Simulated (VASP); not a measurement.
Wanted: the native input for a VASP 6.6.1 run.

| Quantity | Value |
| --- | --- |
| Task | electric field gradients |
| Functional | PBEsol |
| Potentials or basis | VASP PAW PBE potentials, release 64 (K_sv, Cl) |
| Cutoff | 520 eV |
| k mesh | 7 × 7 × 7 |
| Occupations | fermi-dirac, width 0.01 eV |
| Spin | no spin polarisation |
| Dipole correction | no |
| Further INCAR settings | ALGO = Normal; EDIFF = 1e-08; NBANDS = 15 |

The structure of KCl lies in POSCAR:

```
KCl
1.0
    3.5598159191      0.0000000000      0.0000000000
    0.0000000000      3.5598159191      0.0000000000
    0.0000000000      0.0000000000      3.5598159191
K Cl
1 1
Direct
    0.0000000000      0.0000000000      0.0000000000
    0.5000000000      0.5000000000      0.5000000000
```

This cell differs from its parent crystal: volume scaled by 0.94.

These files were run (other wordings do the same):

INCAR

```
SYSTEM = KCl
PREC = Accurate ; ENCUT = 520
EDIFF = 1E-8 ; ISMEAR = -1
SIGMA = 0.01 ; LREAL = .False.
LASPH = .True. ; NELM = 60
ALGO = Normal ; ISIF = 2
LWAVE = .False. ; LCHARG = .False.
GGA = PS ; LEFG = .True.
NBANDS = 15
```

KPOINTS

```
Automatic mesh
0
Gamma
  7 7 7
  0 0 0
```

Potentials or basis: VASP PAW PBE potentials, release 64 (K_sv, Cl).

The run is started by

```bash
$ cat potpaw_PBE.64/K_sv/POTCAR potpaw_PBE.64/Cl/POTCAR > POTCAR
$ mpirun -np 1 vasp_std > vasp.out
```

It gave:

```
Pressure               : 4.7 GPa
Band gap on the k mesh : 5.74 eV, indirect (least direct gap 5.95 eV)
```

Caveat: without QUAD_EFG the Cq values of the log hold for a quadrupole moment of 1 mb, not for the nuclei; the PAW data sets were made with another functional, which shifts forces and pressure a little.

Wall time 6.8 s on 1 thread of Intel(R) Xeon(R) 6975P-C (Granite Rapids), on a shared host, peak memory 0.15 GiB.
